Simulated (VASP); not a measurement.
The system is TiC.

```xyz
32
Lattice="-4.3323 4.3323 4.3323 4.3323 -4.3323 4.3323 4.3323 4.3323 -4.3323" Properties=species:S:1:pos:R:3 pbc="T T T"
Ti    0.0000    0.0000    0.0000
Ti    4.3323    2.1662   -2.1662
Ti    4.3323    0.0000    0.0000
Ti    4.3323   -2.1662    2.1662
Ti    2.1662    4.3323   -2.1662
Ti    2.1662    2.1662    0.0000
Ti    2.1662    0.0000    2.1662
Ti    2.1662   -2.1662    4.3323
Ti    0.0000    4.3323    0.0000
Ti    0.0000    2.1662    2.1662
Ti    0.0000    0.0000    4.3323
Ti    4.3323    2.1662    2.1662
Ti   -2.1662    4.3323    2.1662
Ti   -2.1662    2.1662    4.3323
Ti    2.1662    4.3323    2.1662
Ti    2.1662    2.1662    4.3323
C     2.1662    2.1662   -2.1662
C     2.1662    0.0000    0.0000
C     2.1662   -2.1662    2.1662
C     6.4985    0.0000    0.0000
C     0.0000    2.1662    0.0000
C     0.0000    0.0000    2.1662
C     4.3323    2.1662    0.0000
C     4.3323    0.0000    2.1662
C    -2.1662    2.1662    2.1662
C     2.1662    4.3323    0.0000
C     2.1662    2.1662    2.1662
C     2.1662    0.0000    4.3323
C     0.0000    6.4985    0.0000
C     0.0000    4.3323    2.1662
C     0.0000    2.1662    4.3323
C     0.0000    0.0000    6.4985
```

Base run:

* Program: VASP 6.6.1
* Functional: PBE
* Potentials or basis: VASP PAW PBE potentials, release 64 (Ti_sv, C)
* Cutoff: 600 eV
* k mesh: 3 × 3 × 3
* Occupations: methfessel-paxton, width 0.1 eV
* Spin: no spin polarisation

Its results: band gap on the k mesh zero (bands 128 and 129 overlap by 0.17 eV); pressure 0.1 GPa.

The run is repeated on the same cell with these changes: functional from PBE to PBEsol. What comes out?

Band gap on the k mesh zero (bands 128 and 129 overlap by 0.19 eV); pressure -6.8 GPa.

PBEsol binds more tightly than PBE, so the same cell stands under less pressure.

Caveats: the cell stands under tension (at least some runs); the PAW data sets were made with another functional, which shifts forces and pressure a little (at least some runs).
